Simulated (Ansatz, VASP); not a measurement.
**BN in VASP and in Ansatz**

```
B N
1.0
     2.49768    0.00000    0.00000
    -1.24884    2.16305    0.00000
     0.00000    0.00000    6.21996
B N
2 2
Direct
  0.33333 0.66667 0.25000
  0.66667 0.33333 0.75000
  0.33333 0.66667 0.75000
  0.66667 0.33333 0.25000
```

Alike in both runs: task single point; functional PBEsol; k mesh 12 × 12 × 4; occupations gaussian, width 0.05 eV; no spin polarisation.

|  | VASP | Ansatz |
| --- | --- | --- |
| version | VASP 6.6.1 | Ansatz 0.2.0 |
| potentials or method | VASP PAW PBE potentials, release 64 (B, N), cutoff 520 eV | scalar-relativistic, plane waves, PAW |
| valence electrons in the cell | 16 | 16 |

|  | VASP | Ansatz | Ansatz less VASP |
| --- | --- | --- | --- |
| gap on the k mesh at the Fermi level (eV) | 4.03 | 4.04 | +0.007 |
| least direct gap on the mesh (eV) | 4.38 | 4.39 | +0.007 |
| pressure (GPa) | 3.7 | 3.2 | -0.50 |
| traceless stress, the component that is largest in VASP (GPa) | -0.60 | 0.07 | +0.662 |

VASP's potentials were made for PBE, not for PBEsol, and Ansatz warns of the same on its side. The functional is the same, so the differences come from potentials, cutoffs and numerics.
